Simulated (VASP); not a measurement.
# Ag (P6_3/mmc) in VASP: a series of runs, part 2 of 2

VASP 6.6.1.

## Step 3: Single point, LDA (equal xx and yy strain of -1 %)

INCAR reads:

```
PREC = Accurate
ENCUT = 520
EDIFF = 1E-7
ISMEAR = -1
SIGMA = 0.08
LREAL = False
LASPH = True
NELM = 80
ALGO = Normal
ISIF = 2
LWAVE = False
LCHARG = False
GGA = CA
NBANDS = 30
```

KPOINTS reads:

```
regular mesh
0
Gamma
  14 14 4
```

POSCAR reads:

```
Ag
1.0
    2.8573369195      0.0000000000      0.0000000000
   -1.4286684598      2.4745263596      0.0000000000
    0.0000000000      0.0000000000     10.0000000000
Ag
4
Direct
    0.3333333333      0.6666666667      0.2500000000
    0.6666666667      0.3333333333      0.7500000000
    0.0000000000      0.0000000000      0.0000000000
    0.0000000000      0.0000000000      0.5000000000
```

Potentials or basis: VASP PAW LDA potentials, release 64 (Ag).

Launch:

```bash
cat potpaw_LDA.64/Ag/POTCAR > POTCAR
mpirun -np 1 vasp_std > vasp.out
```

Run time: 1.7 min. Hardware: 1 thread of Intel Xeon Platinum 8488C (Sapphire Rapids), shared host; peak memory 0.24 GiB.

It converged, with:

- Free energy: -14.8431 eV
- Pressure: -9.5 GPa
- Band gap on the k mesh: zero (bands 22 and 23 overlap by 6.14 eV)

Stress tensor (GPa, compression positive):
```
 -7.80   0.00   0.00
  0.00  -7.80   0.00
  0.00   0.00 -12.77
```

Levels at points of the mesh, in eV from the Fermi level:
```
           k point  band 19  band 20  band 21  band 22  band 23  band 24  band 25  band 26
(0.00, 0.00, 0.00)    -3.39    -3.29    -3.29    -2.97    -2.97    -0.76     2.50     9.43
(0.50, 0.00, 0.00)    -2.67    -2.63     0.04     0.84     1.19     1.70     4.34     4.35
(0.00, 0.00, 0.50)    -3.08    -3.08    -3.08    -3.08    -2.67    -2.67     5.17     5.17
(0.50, 0.00, 0.50)    -2.64    -2.64     0.43     0.43     1.53     1.53     4.63     4.63
```

Caveat: the cell differs from its parent crystal (equal xx and yy strain of -1 %); the cell stands under tension.

## Step 4: Single point, LDA (equal xx and yy strain of +2 %)

INCAR reads:

```
PREC = Accurate
ENCUT = 520
EDIFF = 1E-6
ISMEAR = -1
SIGMA = 0.08
LREAL = F
LASPH = T
NELM = 60
ALGO = Normal
ISIF = 2
LWAVE = F
LCHARG = T
GGA = CA
LELF = T
LVHAR = T
NBANDS = 30
```

KPOINTS reads:

```
Automatic mesh
0
Gamma
  14 14 4
```

Changes to POSCAR since step 3:

```diff
@@ -2,4 +2,4 @@
 1.0
-    2.8573369195      0.0000000000      0.0000000000
-   -1.4286684598      2.4745263596      0.0000000000
+    2.9439228868      0.0000000000      0.0000000000
+   -1.4719614434      2.5495120068      0.0000000000
     0.0000000000      0.0000000000     10.0000000000
```

Launch:

```bash
cat potpaw_LDA.64/Ag/POTCAR > POTCAR
mpirun -np 1 vasp_std > vasp.out
```

Wall time 1.7 min (1 thread of Intel Xeon Platinum 8488C (Sapphire Rapids), shared host); peak memory 0.25 GiB.

The run converged. Its results:

```yaml
Free_energy: -14.5577 eV
Pressure: -13.5 GPa
Band_gap_on_the_k_mesh: zero (bands 22 and 23 overlap by 5.81 eV)
```

Stress tensor (GPa, compression positive):
```
-12.87   0.00   0.00
  0.00 -12.87   0.00
  0.00   0.00 -14.91
```

Levels at points of the mesh, in eV from the Fermi level:
```
           k point  band 18  band 19  band 20  band 21  band 22  band 23  band 24  band 25  band 26  band 27
(0.00, 0.00, 0.00)    -3.34    -3.34    -3.21    -3.21    -2.90    -2.90    -0.38     2.61     9.64     9.65
(0.50, 0.00, 0.00)    -2.71    -2.69    -2.66     0.10     0.91     1.06     1.57     3.93     3.98     6.65
(0.00, 0.00, 0.50)    -3.50    -3.02    -3.02    -3.02    -3.02    -2.35    -2.35     5.35     5.35    13.99
(0.50, 0.00, 0.50)    -2.74    -2.67    -2.67     0.43     0.43     1.43     1.43     4.34     4.34     5.80
```

Caveat: the cell differs from its parent crystal (equal xx and yy strain of +2 %); the cell stands under tension.

## Step 5: Single point, LDA (zz strain of -3 %)

INCAR reads:

```
SYSTEM = Ag
PREC = Accurate
ENCUT = 520
EDIFF = 1E-6
ISMEAR = -1
SIGMA = 0.08
LREAL = .FALSE.
LASPH = .TRUE.
NELM = 100
ALGO = Normal
ISIF = 2
LWAVE = .FALSE.
LCHARG = .TRUE.
LELF = .TRUE.
LVHAR = .TRUE.
NBANDS = 30
```

KPOINTS reads:

```
regular mesh
0
G
  14 14 4
  0 0 0
```

POSCAR reads:

```
Ag
1.0
    2.8861989086      0.0000000000      0.0000000000
   -1.4430994543      2.4995215753      0.0000000000
    0.0000000000      0.0000000000      9.7000000000
Ag
4
Direct
    0.3333333333      0.6666666667      0.2500000000
    0.6666666667      0.3333333333      0.7500000000
    0.0000000000      0.0000000000      0.0000000000
    0.0000000000      0.0000000000      0.5000000000
```

Potentials or basis: VASP PAW LDA potentials, release 64 (Ag).

Launch:

```bash
cat potpaw_LDA.64/Ag/POTCAR > POTCAR
mpirun -np 1 vasp_std > vasp.out
```

OUTCAR:

```text
SYSTEM = Ag
   PREC = Accurate
   ENCUT = 520
   EDIFF = 1E-6
   ISMEAR = -1
   LREAL = .FALSE.
   LASPH = .TRUE.
   NELM = 100
   ISIF = 2

 ion  position               nearest neighbor table
   1  0.333  0.667  0.250-   3 2.94   4 2.94   3 2.94   4 2.94   3 2.94   4 2.94
   2  0.667  0.333  0.750-   3 2.94   4 2.94   3 2.94   4 2.94   3 2.94   4 2.94
   3  0.000  0.000  0.000-   1 2.94   2 2.94   2 2.94   1 2.94   2 2.94   1 2.94
   4  0.000  0.000  0.500-   1 2.94   2 2.94   2 2.94   1 2.94   2 2.94   1 2.94

  LATTYP: Found a hexagonal cell.
 ALAT       =     2.8861989086
[... 993 lines left out ...]
  --------------------------------------------------------------------------------------
  -------------------------------------------------------------------------------------
  Total       -3.6385878     -3.6385878     -4.7040394      0.0000000      0.0000000      0.0000000
  in kB      -83.3083561    -83.3083561   -107.7027151      0.0000000      0.0000000      0.0000000
  external PRESSURE =     -91.4398091 kB  Pullay stress =       0.0000000 kB

 VOLUME and BASIS-vectors are now :
 -----------------------------------------------------------------------------
  energy-cutoff  :      520.00
  volume of cell :       69.98
      direct lattice vectors                 reciprocal lattice vectors
     2.886198909  0.000000000  0.000000000     0.346476467  0.200038281  0.000000000
    -1.443099454  2.499521575  0.000000000     0.000000000  0.400076563  0.000000000
     0.000000000  0.000000000  9.700000000     0.000000000  0.000000000  0.103092784

 POSITION                                       TOTAL-FORCE (eV/Angst)
 -----------------------------------------------------------------------------------
     -0.00000      1.66635      2.42500         0.000000     -0.000000      0.000000
      1.44310      0.83317      7.27500        -0.000000      0.000000     -0.000000
      0.00000      0.00000      0.00000        -0.000000      0.000000     -0.000000
      0.00000      0.00000      4.85000        -0.000000      0.000000     -0.000000
 -----------------------------------------------------------------------------------
    total drift:                               -0.000000      0.000000      0.000000

  FREE ENERGIE OF THE ION-ELECTRON SYSTEM (eV)
  ---------------------------------------------------
  free  energy   TOTEN  =       -14.9288776222 eV

  energy  without entropy=      -14.9019049252  energy(sigma->0) =      -14.91539127
```

stdout:

```text
POSCAR found type information on POSCAR Ag
 POSCAR found :  1 types and       4 ions
 scaLAPACK will be used
 LDA part: xc-table for (Slater(with rela. corr.)+CA(PZ))
 , standard interpolation
 POSCAR, INCAR and KPOINTS ok, starting setup
 FFT: planning ... GRIDC
 FFT: planning ... GRID_SOFT
 FFT: planning ... GRID
 WAVECAR not read
 entering main loop
```

Run time: 81 s. Hardware: 1 thread of Intel Xeon Platinum 8488C (Sapphire Rapids), shared host; peak memory 0.23 GiB.

Results:

* Free energy: -14.9289 eV
* Pressure: -9.1 GPa
* Band gap on the k mesh: zero (bands 22 and 23 overlap by 5.93 eV)

Caveat: the cell differs from its parent crystal (zz strain of -3 %); the cell stands under tension.

## Step 6: Summary

```csv
cell,gap on the mesh (eV),pressure (GPa)
"a = 2.800, b = 2.800, c = 10.000 Å, angles 90.0, 90.0, 120.0°, 4 atoms",none,-5.4
"a = 2.857, b = 2.857, c = 10.000 Å, angles 90.0, 90.0, 120.0°, 4 atoms",none,-9.5
"a = 2.944, b = 2.944, c = 10.000 Å, angles 90.0, 90.0, 120.0°, 4 atoms",none,-13.5
"a = 2.886, b = 2.886, c = 9.700 Å, angles 90.0, 90.0, 120.0°, 4 atoms",none,-9.1
```

Alike in all rows: task single point; level LDA; potentials or basis VASP PAW LDA potentials, release 64 (Ag); no spin polarisation; k mesh 14 × 14 × 4; cutoff (eV) 520; smearing fermi-dirac 0.08 eV.

Caveats: the cell stands under tension.

Total energies depend on the potentials used, so only differences within one code and one set of settings carry meaning.
